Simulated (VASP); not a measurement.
# HgTe (I4/mmm) in VASP: a series of runs

The runs below take HgTe through single point, with PBE.

Everything below comes from runs of VASP 6.6.1. Logs are shortened: lines on timing, memory, paths and dates and some standing lists are left out, and cuts for length are marked.

### 1 The cell of the first run

Symmetry: I4/mmm, No. 139, tetragonal system. The conventional cell has a = 4.132 Å, b = 4.132 Å, c = 6.018 Å, α = 90.00°, β = 90.00°, γ = 90.00°. Within 3.8 Å of Hg (site symmetry 4/mmm) lie 6 Te at 2.92 to 3.01 Å. Within 3.8 Å of Te (site symmetry 4/mmm) lie 6 Hg at 2.92 to 3.01 Å.

### 2 Single point, PBE (zz strain of +3 %)

Contents of INCAR:

```
  PREC = Accurate
  ENCUT = 520
  EDIFF = 1E-6
  ISMEAR = -1
  SIGMA = 0.08
  LREAL = F
  LASPH = T
  NELM = 80
  ALGO = Normal
  ISIF = 2
  LWAVE = F
  LCHARG = F
  GGA = PE
  NBANDS = 16
```

Contents of KPOINTS:

```
Automatic mesh
0
Gamma
  10 10 10
```

Contents of POSCAR:

```
HgTe
1.0
    0.0000000000      2.9215000000      3.0091450000
    2.9215000000      0.0000000000      3.0091450000
    2.9215000000      2.9215000000      0.0000000000
Hg Te
1 1
Direct
    0.0000000000      0.0000000000      0.0000000000
    0.5000000000      0.5000000000      0.5000000000
```

Potentials or basis: VASP PAW PBE potentials, release 64 (Hg, Te).

The run is started by

```
cat potpaw_PBE.64/Hg/POTCAR potpaw_PBE.64/Te/POTCAR > POTCAR
mpirun -np 1 vasp_std > vasp.out
```

OUTCAR:

```text
PREC = Accurate
   ENCUT = 520
   EDIFF = 1E-6
   ISMEAR = -1
   LREAL = F
   LASPH = T
   NELM = 80
   ISIF = 2
   GGA = PE

 ion  position               nearest neighbor table
   1  0.000  0.000  0.000-   2 2.92   2 2.92   2 2.92   2 2.92   2 3.01   2 3.01
   2  0.500  0.500  0.500-   1 2.92   1 2.92   1 2.92   1 2.92   1 3.01   1 3.01

  LATTYP: Found a body centered tetragonal cell.
 ALAT       =     4.1316249225
 C/A-ratio  =     1.4566399692

  Lattice vectors:

 A1 = (  -2.9215000000,   0.0000000000,   3.0091450000)
 A2 = (   2.9215000000,   0.0000000000,   3.0091450000)
 A3 = (   0.0000000000,   2.9215000000,  -3.0091450000)

Analysis of symmetry for initial positions (statically):
=====================================================================
 Subroutine PRICEL returns:
 Original cell was already a primitive cell.

 Routine SETGRP: Setting up the symmetry group for a
 body centered tetragonal supercell.

 Subroutine GETGRP returns: Found 16 space group operations
 (whereof 16 operations were pure point group operations)
 out of a pool of 16 trial point group operations.

The static configuration has the point symmetry D_4h.

Analysis of symmetry for dynamics (positions and initial velocities):
=====================================================================
 Subroutine PRICEL returns:
 Original cell was already a primitive cell.

 Routine SETGRP: Setting up the symmetry group for a
 body centered tetragonal supercell.

 Subroutine GETGRP returns: Found 16 space group operations
 (whereof 16 operations were pure point group operations)
 out of a pool of 16 trial point group operations.

The dynamic configuration has the point symmetry D_4h.

 Subroutine INISYM returns: Found 16 space group operations
 (whereof 16 operations are pure point group operations),
 and found     1 'primitive' translations

----------------------------------------------------------------------------------------

                                     Primitive cell

  volume of cell :      51.3671

  direct lattice vectors                    reciprocal lattice vectors
     0.000000000  2.921500000  3.009145000    -0.171144960  0.171144960  0.166160155
     2.921500000  0.000000000  3.009145000     0.171144960 -0.171144960  0.166160155
     2.921500000  2.921500000  0.000000000     0.171144960  0.171144960 -0.166160155

  length of vectors
     4.194057210  4.194057210  4.131624922     0.293582002  0.293582002  0.293582002

  position of ions in fractional coordinates (direct lattice)
     0.000000000  0.000000000  0.000000000
     0.500000000  0.500000000  0.500000000

  ion indices of the primitive-cell ions
   primitive index   ion index
                 1           1
                 2           2

----------------------------------------------------------------------------------------

 KPOINTS: Automatic mesh

Automatic generation of k-mesh.
 Grid dimensions read from file:
 generate k-points for:   10   10   10

 Generating k-lattice:

  Cartesian coordinates                     Fractional coordinates (reciprocal lattice)
    -0.017114496  0.017114496  0.016616016     0.100000000 -0.000000000  0.000000000
     0.017114496 -0.017114496  0.016616016    -0.000000000  0.100000000  0.000000000
     0.017114496  0.017114496 -0.016616016     0.000000000  0.000000000  0.100000000

  Length of vectors
     0.029358200  0.029358200  0.029358200

  Shift w.r.t. Gamma in fractional coordinates (k-lattice)
     0.000000000  0.000000000  0.000000000

 Subroutine IBZKPT returns following result:
 ===========================================

 Found    102 irreducible k-points:

 Following reciprocal coordinates:
            Coordinates               Weight
  0.000000  0.000000  0.000000      1.000000
  0.100000  0.000000  0.000000      8.000000
  0.200000  0.000000  0.000000      8.000000
  0.300000 -0.000000  0.000000      8.000000
  0.400000  0.000000  0.000000      8.000000
  0.500000  0.000000  0.000000      4.000000
[... 16 lines left out ...]
  0.300000  0.300000  0.000000      2.000000
  0.400000  0.300000  0.000000      8.000000
 [... further k-points ...]
   k-points           NKPTS =    102   k-points in BZ     NKDIM =    102   number of bands    NBANDS=     16
   number of dos      NEDOS =    301   number of ions     NIONS =      2
   total plane-waves  NPLWV =  32768
   dimension x,y,z NGX =    32 NGY =   32 NGZ =   32
   dimension x,y,z NGXF=    64 NGYF=   64 NGZF=   64
   ions per type =               1   1
   NGX,Y,Z   is equivalent  to a cutoff of  12.68, 12.68, 12.88 a.u.
   NGXF,Y,Z  is equivalent  to a cutoff of  25.37, 25.37, 25.75 a.u.
 SYSTEM =  unknown system
   PREC   = accura    normal or accurate (medium, high low for compatibility)
   ISTART =      0    job   : 0-new  1-cont  2-samecut
   ICHARG =      2    charge: 1-file 2-atom 10-const
   ISPIN  =      1    spin polarized calculation?
   LNONCOLLINEAR =      F non collinear calculations
   LSORBIT =      F    spin-orbit coupling
   LASPH  =      T    aspherical Exc in radial PAW
   ENCUT  =  520.0 eV  38.22 Ry    6.18 a.u.   7.80  7.80  7.68*2*pi/ulx,y,z
   NELM   =     80;   NELMIN=  2; NELMDL= -5     # of ELM steps
   EDIFF  = 0.1E-05   stopping-criterion for ELM
   LREAL  =      F    real-space projection
   EDIFFG = 0.1E-04   stopping-criterion for IOM
   NSW    =      0    number of steps for IOM
   IBRION =     -1    ionic relax: 0-MD 1-quasi-New 2-CG
   NFREE  =      0    steps in history (QN), initial steepest desc. (CG)
   ISIF   =      2    stress and relaxation
   ISYM   =      2    0-nonsym 1-usesym 2-fastsym
   POTIM  = 0.5000    time-step for ionic-motion
   TEBEG  =    0.0;   TEEND  =   0.0 temperature during run
   PSTRESS=    0.0 pullay stress
   NELECT =      18.0000    total number of electrons
   NUPDOWN=      -1.0000    fix difference up-down
   EMIN   =  10.00;   EMAX   =-10.00  energy-range for DOS
   EFERMI =   0.00;   METHOD = LEGACY
   ISMEAR =    -1;   SIGMA  =   0.08  broadening in eV -4-tet -1-fermi 0-gaus
   EFERMI_NEDOS =   21; number of points for ismear=-14 and -15
   IALGO  =     38    algorithm
   IMIX   =      4    mixing-type and parameters
     AMIX     =   0.40;   BMIX     =  1.00
     AMIX_MAG =   1.60;   BMIX_MAG =  1.00
  volume/ion in A,a.u.               =      25.68       173.32
  Fermi-wavevector in a.u.,A,eV,Ry     =   1.154172  2.181070 18.124512  1.332114
  Thomas-Fermi vector in A             =   2.290811
   LORBIT       =      0    0 simple, 1 ext, 2 COOP (PROOUT), +10 PAW based schemes
   GGA     = PE    functional components
   LHFCALC =     F    Hartree Fock is set to
   AEXX    =    0.0000 exact exchange contribution
   IVDW    =     0    specifies the selected vdW correction
   LEPSILON=     F    determine dielectric tensor
   LRPA    =     F    only Hartree local field effects (RPA)
 non-spin polarized calculation
  energy-cutoff  :      520.00
  volume of cell :       51.37
 maximum number of plane-waves:      1394
   NGX = 15   NGY = 15   NGZ = 15

 number of electron      17.9999997 magnetization

 Free energy of the ion-electron system (eV)
  ---------------------------------------------------
  ext. energy  EPLUGINS =         0.00000000
  ---------------------------------------------------
  free energy    TOTEN  =        -3.21221470 eV

  energy without entropy =       -3.19683346  energy(sigma->0) =       -3.20452408

 E-fermi :   5.5597     XC(G=0): -10.3580

 val. band max:        5.5132826679   @ k =   0.5000   0.3000   0.0000
 cond. band min:       5.5720942942   @ k =   0.5000   0.1000   0.0000
 fundamental gap:      0.0588116264
 Fermi energy:         5.5596991605

 k-point     1 :       0.0000    0.0000    0.0000
  band No.  band energies     occupation
      1      -7.2241      2.00000
      2      -1.5765      2.00000
      3      -1.5398      2.00000
      4      -1.5232      2.00000
      5      -1.4612      2.00000
      6      -1.4612      2.00000
[... 8 lines left out ...]
     15      13.5734      0.00000
     16      13.8478      0.00000

 k-point     2 :       0.1000    0.0000    0.0000
  band No.  band energies     occupation
      1      -7.1203      2.00000
      2      -1.6225      2.00000
      3      -1.5693      2.00000
      4      -1.5303      2.00000
      5      -1.4635      2.00000
      6      -1.4465      2.00000
[... 8 lines left out ...]
     15      13.7085      0.00000
     16      13.7628      0.00000

 k-point     3 :       0.2000    0.0000    0.0000
  band No.  band energies     occupation
      1      -6.8212      2.00000
      2      -1.7454      2.00000
      3      -1.6812      2.00000
      4      -1.5720      2.00000
      5      -1.4260      2.00000
      6      -1.3991      2.00000
[... 8 lines left out ...]
     15      14.1824      0.00000
     16      14.1936      0.00000

 k-point     4 :       0.3000   -0.0000    0.0000
  band No.  band energies     occupation
      1      -6.3741      2.00000
      2      -1.8902      2.00000
      3      -1.8206      2.00000
      4      -1.7206      2.00000
      5      -1.3552      2.00000
      6      -1.3360      2.00000
[... 8 lines left out ...]
     15      14.9434      0.00000
     16      15.0304      0.00000
[... 324 lines left out ...]
 k-point    22 :      -0.2000    0.2000    0.0000
  band No.  band energies     occupation
      1      -6.2349      2.00000
      2      -1.9725      2.00000
      3      -1.9653      2.00000
      4      -1.5637      2.00000
      5      -1.3497      2.00000
      6      -1.2972      2.00000
[... 8 lines left out ...]
     15      15.2229      0.00000
     16      16.8592      0.00000

 k-point    23 :       0.3000    0.3000    0.0000
  band No.  band energies     occupation
      1      -6.3863      2.00000
      2      -1.7374      2.00000
      3      -1.6519      2.00000
      4      -1.5050      2.00000
      5      -1.2994      2.00000
      6      -1.2994      2.00000
[... 8 lines left out ...]
     15      17.5963      0.00000
     16      17.7462      0.00000

 k-point    24 :       0.4000    0.3000    0.0000
  band No.  band energies     occupation
      1      -6.1730      2.00000
      2      -1.6729      2.00000
      3      -1.5750      2.00000
      4      -1.5583      2.00000
      5      -1.2382      2.00000
      6      -1.2219      2.00000
[... 8 lines left out ...]
     15      17.8559      0.00000
     16      17.8738      0.00000

 [... further k-points ...]

------------------------ aborting loop because EDIFF is reached ----------------------------------------

  FORCE on cell =-STRESS in cart. coord.  units (eV):
  Direction    XX          YY          ZZ          XY          YZ          ZX
  --------------------------------------------------------------------------------------
  -------------------------------------------------------------------------------------
  Total        2.9371402      2.9371402      1.8537491      0.0000000      0.0000000      0.0000000
  in kB       91.6115774     91.6115774     57.8198065      0.0000000      0.0000000      0.0000000
  external PRESSURE =      80.3476538 kB  Pullay stress =       0.0000000 kB

 VOLUME and BASIS-vectors are now :
 -----------------------------------------------------------------------------
  energy-cutoff  :      520.00
  volume of cell :       51.37
      direct lattice vectors                 reciprocal lattice vectors
     0.000000000  2.921500000  3.009145000    -0.171144960  0.171144960  0.166160155
     2.921500000  0.000000000  3.009145000     0.171144960 -0.171144960  0.166160155
     2.921500000  2.921500000  0.000000000     0.171144960  0.171144960 -0.166160155

 POSITION                                       TOTAL-FORCE (eV/Angst)
 -----------------------------------------------------------------------------------
      0.00000      0.00000      0.00000        -0.000000      0.000000      0.000000
      2.92150      2.92150      3.00915         0.000000     -0.000000     -0.000000
 -----------------------------------------------------------------------------------
    total drift:                                0.000000     -0.000000     -0.000000

  FREE ENERGIE OF THE ION-ELECTRON SYSTEM (eV)
  ---------------------------------------------------
  free  energy   TOTEN  =        -3.2122147047 eV

  energy  without entropy=       -3.1968334622  energy(sigma->0) =       -3.20452408
```

It took 26 s on 1 thread of Intel Xeon 6975P-C (Granite Rapids), shared host; peak memory 0.23 GiB.

What came out:

```
Free energy            : -3.2122 eV
Pressure               : 8.0 GPa
Band gap on the k mesh : zero (band 9 reaches 6.07 eV, above the bottom of band 10 at 2.96 eV)
```

Caveat: the cell differs from its parent crystal (zz strain of +3 %); spin-orbit coupling is left out, which moves the levels of the heavy elements.

### 3 Single point, PBE (equal xx and yy strain of +2 %)

Contents of INCAR:

```
ALGO = Normal
EDIFF = 1E-6
ENCUT = 520
GGA = PE
ISIF = 2
ISMEAR = -1
LASPH = True
LCHARG = False
LREAL = False
LWAVE = False
NBANDS = 16
NELM = 100
PREC = Accurate
SIGMA = 0.08
```

Contents of KPOINTS:

```
k-points
0
Gamma
  10 10 10
```

Contents of POSCAR:

```
HgTe
1.0
    0.0000000000      2.9799300000      2.9215000000
    2.9799300000      0.0000000000      2.9215000000
    2.9799300000      2.9799300000      0.0000000000
Hg Te
1 1
Direct
    0.0000000000      0.0000000000      0.0000000000
    0.5000000000      0.5000000000      0.5000000000
```

Potentials or basis: VASP PAW PBE potentials, release 64 (Hg, Te).

The run is started by

```
cat potpaw_PBE.64/Hg/POTCAR potpaw_PBE.64/Te/POTCAR > POTCAR
mpirun -np 1 vasp_std > vasp.out
```

Run time: 30 s. Hardware: 1 thread of Intel Xeon 6975P-C (Granite Rapids), shared host; peak memory 0.23 GiB.

The run converged. Its results:

* Free energy: -3.2424 eV
* Pressure: 7.1 GPa
* Band gap on the k mesh: zero (band 9 reaches 5.88 eV, above the bottom of band 10 at 2.75 eV)

Stress tensor (GPa, compression positive):
```
6.30 0.00 0.00
0.00 6.30 0.00
0.00 0.00 8.69
```

Levels at points of the mesh, in eV from the Fermi level:
```
           k point  band 6  band 7  band 8  band 9  band 10  band 11  band 12  band 13
(0.00, 0.00, 0.00)   -6.96   -0.93   -0.78   -0.78    -0.54     7.68     7.68     7.75
(0.50, 0.00, 0.00)   -6.78   -5.88    0.31    0.45     2.53     3.75     3.93     4.17
(0.50, 0.50, 0.00)   -5.89   -4.88   -2.96   -2.68    -2.68     4.65     9.63     9.63
(0.50, 0.00, 0.50)   -5.94   -4.87   -2.81   -2.70    -2.50     4.77     9.41    10.00
```

Caveat: the cell differs from its parent crystal (equal xx and yy strain of +2 %); spin-orbit coupling is left out, which moves the levels of the heavy elements.
